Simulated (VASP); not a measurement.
**Te2Mo: single point with PBE**

Crystal: Te2Mo.

```
CELL_PARAMETERS angstrom
3.48099 -0.02721 0.02918
-1.76406 3.07154 -0.02060
0.11589 -0.02756 13.84802
ATOMIC_POSITIONS crystal
Te 0.21872 0.59749 0.62783
Te 0.67068 0.39299 0.13372
Te 0.35983 0.72045 0.87552
Te 0.73322 0.27047 0.35638
Mo 0.33132 0.65402 0.26761
Mo 0.68623 0.36459 0.73895
```

This cell differs from its parent crystal: atoms moved at random and the cell strained at random.

- Program: VASP 6.6.1
- Task: single point
- Functional: PBE
- Potentials or basis: VASP PAW PBE potentials, release 64 (Te, Mo_sv)
- Cutoff: 520 eV
- k mesh: 12 × 12 × 2
- Occupations: gaussian, width 0.05 eV
- Spin: no spin polarisation

| Quantity | Value |
| --- | --- |
| Pressure | 28.1 GPa |
| Largest force | 13.156 eV/Å |
| Band gap on the k mesh | zero (bands 26 and 27 overlap by 1.58 eV) |

Forces in eV/Å, atoms in the order of the input:
```
Te   6.500  3.960 -8.367
Te   0.879 -0.965 -1.805
Te  -0.077 -0.244 -0.009
Te  -5.735  0.494 11.829
Mo   4.856  0.476 -9.953
Mo  -6.423 -3.721  8.304
```

Stress tensor (GPa, compression positive):
```
 25.72  14.51 -20.32
 14.51  25.45  -4.42
-20.32  -4.42  33.25
```

Levels at points of the mesh, in eV from the Fermi level:
```
           k point  band 23  band 24  band 25  band 26  band 27  band 28  band 29  band 30
(0.00, 0.00, 0.00)    -1.49    -1.43    -0.87     1.09     1.51     1.55     2.15     2.27
(0.50, 0.00, 0.00)    -1.97    -1.73    -1.38    -1.21    -0.11     0.27     0.57     0.79
(0.00, 0.50, 0.00)    -1.84    -1.40    -1.03    -0.59     0.13     0.51     0.55     0.97
(0.50, 0.50, 0.00)    -1.69    -1.33    -0.62     0.04     0.25     0.49     0.84     1.04
(0.00, 0.00, 0.50)    -1.67    -1.43    -0.85     1.04     1.48     1.58     2.15     2.27
(0.50, 0.00, 0.50)    -1.94    -1.75    -1.31    -1.29    -0.11     0.26     0.59     0.80
(0.00, 0.50, 0.50)    -1.84    -1.38    -1.05    -0.60     0.12     0.53     0.54     0.99
(0.50, 0.50, 0.50)    -1.68    -1.34    -0.62     0.02     0.25     0.50     0.90     1.02
```

It took 17 min on 1 thread of Intel(R) Xeon(R) Platinum 8488C (Sapphire Rapids), with other jobs on the host, peak memory 0.72 GiB.

Caveat: the cell differs from its parent crystal (atoms moved at random and the cell strained at random); the cell stands under pressure; spin-orbit coupling is left out, which moves the levels of the heavy elements; forces of over 1 eV/Å act on the atoms, so gaps and moduli don't describe the material at rest.
